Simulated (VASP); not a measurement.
Pd:

```xyz
1
Lattice="0.0000 1.9955 1.9955 1.9955 0.0000 1.9955 1.9955 1.9955 0.0000" Properties=species:S:1:pos:R:3 pbc="T T T"
Pd    0.0000    0.0000    0.0000
```

Base run:

- Program: VASP 6.6.1
- Functional: PBE
- Potentials or basis: VASP PAW PBE potentials, release 64 (Pd)
- Cutoff: 500 eV
- k mesh: 8 × 8 × 8
- Occupations: fermi-dirac, width 0.1 eV
- Spin: no spin polarisation

Its results: band gap on the k mesh zero (band 5 reaches 8.85 eV, above the bottom of band 6 at 7.44 eV); pressure -4.9 GPa.

The run is repeated on the same cell with these changes: k mesh from 8 × 8 × 8 to 4 × 4 × 4. What comes out?

Band gap on the k mesh zero (band 5 reaches 8.89 eV, above the bottom of band 6 at 7.54 eV); pressure -5.8 GPa.

Caveats: some runs use coarse meshes.
